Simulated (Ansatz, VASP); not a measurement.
CsPbI2Br: VASP beside Ansatz

```
CELL_PARAMETERS angstrom
6.27393 0.00000 0.00000
0.00000 6.27393 0.00000
0.00000 0.00000 6.22515
ATOMIC_POSITIONS crystal
Cs 0.50000 0.50000 0.50000
Pb 0.00000 0.00000 0.00000
I 0.00000 0.50000 0.00000
I 0.50000 0.00000 0.00000
Br 0.00000 0.00000 0.50000
```

Alike in both runs: task single point; functional PBE; k mesh 4 × 4 × 6; no spin polarisation.

```csv
,VASP,Ansatz
version,VASP 6.6.1,Ansatz 0.2.0
potentials or method,"VASP PAW PBE potentials, release 64 (Cs_sv, Pb_d, I, Br), cutoff 520 eV","scalar-relativistic, plane waves, PAW"
occupations,"methfessel-paxton of order 1, width 0.02 eV","methfessel-paxton of order 1, width 0.005 eV"
valence electrons in the cell,44,64
```

|  | VASP | Ansatz | Ansatz less VASP |
| --- | --- | --- | --- |
| gap on the k mesh at the Fermi level (eV) | 1.40 | 1.40 | 0.000 |
| pressure (GPa) | 0.2 | 0.2 | +0.01 |
| traceless stress, the component that is largest in VASP (GPa) | -1.31 | -1.32 | -0.006 |

VASP's potentials hold 44 valence electrons a cell and Ansatz's 64, so a difference there can come from the potentials and not from the codes.

Neither program's run includes spin-orbit coupling.
